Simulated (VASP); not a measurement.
# Sb (Im-3m) in VASP: settings compared, part 2 of 2

VASP 6.6.1. Earlier steps stand in the parts before.

## 5. Single point, PBEsol+D3(BJ)

This run uses another cell than the first one, of 24.93 Å³/atom, 0.915 times its volume.

INCAR reads:

```
ALGO = Normal ; EDIFF = 1E-6
ENCUT = 520 ; GGA = PS
ISIF = 2 ; ISMEAR = -1
IVDW = 12 ; LASPH = T
LCHARG = T ; LELF = T
LREAL = F ; LVHAR = T
LWAVE = F ; NBANDS = 8
NELM = 80 ; PREC = Accurate
SIGMA = 0.05
```

KPOINTS reads:

```
k-points
0
Gamma
  10 10 10
```

POSCAR reads:

```
Sb
1.0
   -1.8404167558      1.8404167558      1.8404167558
    1.8404167558     -1.8404167558      1.8404167558
    1.8404167558      1.8404167558     -1.8404167558
Sb
1
Direct
    0.0000000000      0.0000000000      0.0000000000
```

Potentials or basis: VASP PAW PBE potentials, release 64 (Sb).

Launch:

```bash
$ cat potpaw_PBE.64/Sb/POTCAR > POTCAR
$ mpirun -np 1 vasp_std > vasp.out
```

OUTCAR:

```text
EDIFF = 1E-6
   ENCUT = 520
   GGA = PS
   ISIF = 2
   ISMEAR = -1
   IVDW = 12
   LASPH = T
   LREAL = F
   NELM = 80
   PREC = Accurate
 IVDW          = 12

 ion  position               nearest neighbor table
   1  0.000  0.000  0.000-

  LATTYP: Found a body centered cubic cell.
 ALAT       =     3.6808335116

  Lattice vectors:

 A1 = (  -1.8404167558,   1.8404167558,   1.8404167558)
 A2 = (   1.8404167558,  -1.8404167558,   1.8404167558)
 A3 = (   1.8404167558,   1.8404167558,  -1.8404167558)

Analysis of symmetry for initial positions (statically):
=====================================================================
 Subroutine PRICEL returns:
 Original cell was already a primitive cell.

 Routine SETGRP: Setting up the symmetry group for a
 body centered cubic supercell.

 Subroutine GETGRP returns: Found 48 space group operations
 (whereof 48 operations were pure point group operations)
 out of a pool of 48 trial point group operations.

The static configuration has the point symmetry O_h .

Analysis of symmetry for dynamics (positions and initial velocities):
=====================================================================
 Subroutine PRICEL returns:
 Original cell was already a primitive cell.

 Routine SETGRP: Setting up the symmetry group for a
 body centered cubic supercell.

 Subroutine GETGRP returns: Found 48 space group operations
 (whereof 48 operations were pure point group operations)
 out of a pool of 48 trial point group operations.

The dynamic configuration has the point symmetry O_h .

 Subroutine INISYM returns: Found 48 space group operations
 (whereof 48 operations are pure point group operations),
 and found     1 'primitive' translations

----------------------------------------------------------------------------------------

                                     Primitive cell

  volume of cell :      24.9350

  direct lattice vectors                    reciprocal lattice vectors
    -1.840416756  1.840416756  1.840416756     0.000000000  0.271677596  0.271677596
     1.840416756 -1.840416756  1.840416756     0.271677596  0.000000000  0.271677596
     1.840416756  1.840416756 -1.840416756     0.271677596  0.271677596  0.000000000

  length of vectors
     3.187695328  3.187695328  3.187695328     0.384210141  0.384210141  0.384210141

  position of ions in fractional coordinates (direct lattice)
     0.000000000  0.000000000  0.000000000

  ion indices of the primitive-cell ions
   primitive index   ion index
                 1           1

----------------------------------------------------------------------------------------

 KPOINTS: k-points

Automatic generation of k-mesh.
 Grid dimensions read from file:
 generate k-points for:   10   10   10

 Generating k-lattice:

  Cartesian coordinates                     Fractional coordinates (reciprocal lattice)
     0.000000000  0.027167760  0.027167760     0.100000000  0.000000000  0.000000000
     0.027167760  0.000000000  0.027167760     0.000000000  0.100000000  0.000000000
     0.027167760  0.027167760  0.000000000     0.000000000  0.000000000  0.100000000

  Length of vectors
     0.038421014  0.038421014  0.038421014

  Shift w.r.t. Gamma in fractional coordinates (k-lattice)
     0.000000000  0.000000000  0.000000000

 Subroutine IBZKPT returns following result:
 ===========================================

 Found     47 irreducible k-points:

 Following reciprocal coordinates:
            Coordinates               Weight
  0.000000  0.000000  0.000000      1.000000
  0.100000  0.000000  0.000000     12.000000
  0.200000  0.000000  0.000000     12.000000
  0.300000  0.000000  0.000000     12.000000
  0.400000  0.000000  0.000000     12.000000
  0.500000  0.000000  0.000000      6.000000
[... 16 lines left out ...]
  0.300000  0.300000  0.100000      8.000000
 -0.300000  0.300000  0.100000     24.000000
 [... further k-points ...]
   k-points           NKPTS =     47   k-points in BZ     NKDIM =     47   number of bands    NBANDS=      8
   number of dos      NEDOS =    301   number of ions     NIONS =      1
   total plane-waves  NPLWV =  13824
   dimension x,y,z NGX =    24 NGY =   24 NGZ =   24
   dimension x,y,z NGXF=    48 NGYF=   48 NGZF=   48
   ions per type =               1
   NGX,Y,Z   is equivalent  to a cutoff of  12.52, 12.52, 12.52 a.u.
   NGXF,Y,Z  is equivalent  to a cutoff of  25.03, 25.03, 25.03 a.u.
 SYSTEM =  unknown system
   PREC   = accura    normal or accurate (medium, high low for compatibility)
   ISTART =      0    job   : 0-new  1-cont  2-samecut
   ICHARG =      2    charge: 1-file 2-atom 10-const
   ISPIN  =      1    spin polarized calculation?
   LNONCOLLINEAR =      F non collinear calculations
   LSORBIT =      F    spin-orbit coupling
   LASPH  =      T    aspherical Exc in radial PAW
   ENCUT  =  520.0 eV  38.22 Ry    6.18 a.u.   5.93  5.93  5.93*2*pi/ulx,y,z
   NELM   =     80;   NELMIN=  2; NELMDL= -5     # of ELM steps
   EDIFF  = 0.1E-05   stopping-criterion for ELM
   LREAL  =      F    real-space projection
   EDIFFG = 0.1E-04   stopping-criterion for IOM
   NSW    =      0    number of steps for IOM
   IBRION =     -1    ionic relax: 0-MD 1-quasi-New 2-CG
   NFREE  =      0    steps in history (QN), initial steepest desc. (CG)
   ISIF   =      2    stress and relaxation
   ISYM   =      2    0-nonsym 1-usesym 2-fastsym
   POTIM  = 0.5000    time-step for ionic-motion
   TEBEG  =    0.0;   TEEND  =   0.0 temperature during run
   PSTRESS=    0.0 pullay stress
   NELECT =       5.0000    total number of electrons
   NUPDOWN=      -1.0000    fix difference up-down
   EMIN   =  10.00;   EMAX   =-10.00  energy-range for DOS
   EFERMI =   0.00;   METHOD = LEGACY
   ISMEAR =    -1;   SIGMA  =   0.05  broadening in eV -4-tet -1-fermi 0-gaus
   EFERMI_NEDOS =   21; number of points for ismear=-14 and -15
   IALGO  =     38    algorithm
   IMIX   =      4    mixing-type and parameters
     AMIX     =   0.40;   BMIX     =  1.00
     AMIX_MAG =   1.60;   BMIX_MAG =  1.00
  volume/ion in A,a.u.               =      24.93       168.27
  Fermi-wavevector in a.u.,A,eV,Ry     =   0.958213  1.810760 12.492487  0.918172
  Thomas-Fermi vector in A             =   2.087300
   LORBIT       =      0    0 simple, 1 ext, 2 COOP (PROOUT), +10 PAW based schemes
   GGA     = PS    functional components
   LHFCALC =     F    Hartree Fock is set to
   AEXX    =    0.0000 exact exchange contribution
   IVDW    =    12    specifies the selected vdW correction
   LEPSILON=     F    determine dielectric tensor
   LRPA    =     F    only Hartree local field effects (RPA)
 non-spin polarized calculation
  energy-cutoff  :      520.00
  volume of cell :       24.93
 maximum number of plane-waves:       683
   NGX = 11   NGY = 11   NGZ = 11

 number of electron       5.0000000 magnetization

 Free energy of the ion-electron system (eV)
  ---------------------------------------------------
  ext. energy  EPLUGINS =         0.00000000
  ---------------------------------------------------
  free energy    TOTEN  =        -4.36097279 eV

  energy without entropy =       -4.35163643  energy(sigma->0) =       -4.35630461

 E-fermi :   9.3293     XC(G=0): -10.6642

 val. band max:        9.3226900830   @ k =   0.3000   0.1000   0.1000
 cond. band min:       9.3981166542   @ k =   0.2000   0.2000   0.0000
 fundamental gap:      0.0754265712
 Fermi energy:         9.3292506542

 k-point     1 :       0.0000    0.0000    0.0000
  band No.  band energies     occupation
      1      -4.1412      2.00000
      2      15.4549      0.00000
      3      15.4549      0.00000
      4      15.4549      0.00000
      5      20.2495      0.00000
      6      20.2495      0.00000
      7      20.2495      0.00000
      8      21.2064      0.00000
[... 243 lines left out ...]
 k-point    24 :      -0.3000    0.3000    0.1000
  band No.  band energies     occupation
      1      -1.9181      2.00000
      2       7.6831      2.00000
      3      11.4908      0.00000
      4      12.9290      0.00000
      5      17.1885      0.00000
      6      18.1005      0.00000
      7      19.3383      0.00000
      8      24.7424      0.00000

 [... further k-points ...]

------------------------ aborting loop because EDIFF is reached ----------------------------------------

 Edisp (eV)   -0.54878

 E8    (eV) :    -0.3766

  FORCE on cell =-STRESS in cart. coord.  units (eV):
  Direction    XX          YY          ZZ          XY          YZ          ZX
  --------------------------------------------------------------------------------------
  -------------------------------------------------------------------------------------
  Total       0.00650     0.00650     0.00650     0.00000    -0.00000     0.00000
  in kB       0.41738     0.41738     0.41738     0.00000    -0.00000     0.00000
  external pressure =        0.42 kB  Pullay stress =        0.00 kB

 VOLUME and BASIS-vectors are now :
 -----------------------------------------------------------------------------
  energy-cutoff  :      520.00
  volume of cell :       24.93
      direct lattice vectors                 reciprocal lattice vectors
    -1.840416756  1.840416756  1.840416756     0.000000000  0.271677596  0.271677596
     1.840416756 -1.840416756  1.840416756     0.271677596  0.000000000  0.271677596
     1.840416756  1.840416756 -1.840416756     0.271677596  0.271677596  0.000000000

 POSITION                                       TOTAL-FORCE (eV/Angst)
 -----------------------------------------------------------------------------------
      0.00000      0.00000      0.00000        -0.000000     -0.000000     -0.000000
 -----------------------------------------------------------------------------------
    total drift:                                0.000000     -0.000000     -0.000000

  FREE ENERGIE OF THE ION-ELECTRON SYSTEM (eV)
  ---------------------------------------------------
  free  energy   TOTEN  =        -4.9097525403 eV

  energy  without entropy=       -4.9004161798  energy(sigma->0) =       -4.90508436
```

It took 6.7 s on 1 thread of Intel Xeon Platinum 8488C (Sapphire Rapids), shared host; peak memory 0.15 GiB.

What came out:

```yaml
Free_energy: -4.9098 eV
Pressure: 0.0 GPa
Dispersion_energy_per_atom: -0.549 eV
```

Caveat: the PAW data sets were made with another functional, which shifts forces and pressure a little; spin-orbit coupling is left out, which moves the levels of the heavy elements; pairwise dispersion overbinds metals, which lowers pressure and volume.

## 6. Overview

| level | cell | k mesh | grid for exact exchange (PRECFOCK) | screening parameter | gap on the mesh (eV) | pressure (GPa) |
| --- | --- | --- | --- | --- | --- | --- |
| PBE0 | a = 3.284 Å, angles 109.5°, 1 atom | 6 × 6 × 6 | Normal | - | none | -2.9 |
| HSE06 | a = 3.305 Å, angles 109.5°, 1 atom | 6 × 6 × 6 | Normal | 0.2079 1/Å | none | -2.8 |
| PBE0 | a = 3.305 Å, angles 109.5°, 1 atom | 6 × 6 × 6 | Normal | - | none | -2.8 |
| PBEsol+D3(BJ) | a = 3.188 Å, angles 109.5°, 1 atom | 10 × 10 × 10 | - | - | none | 0.0 |

Alike in all rows: task single point; potentials or basis VASP PAW PBE potentials, release 64 (Sb); no spin polarisation; cutoff (eV) 520; smearing fermi-dirac 0.05 eV.

Caveats: some runs use coarse meshes; the PAW data sets were made with another functional, which shifts forces and pressure a little; spin-orbit coupling is left out, which moves the levels of the heavy elements; pairwise dispersion overbinds metals, which lowers pressure and volume (some runs).

Absolute energies hang on the potentials; compare differences alone.
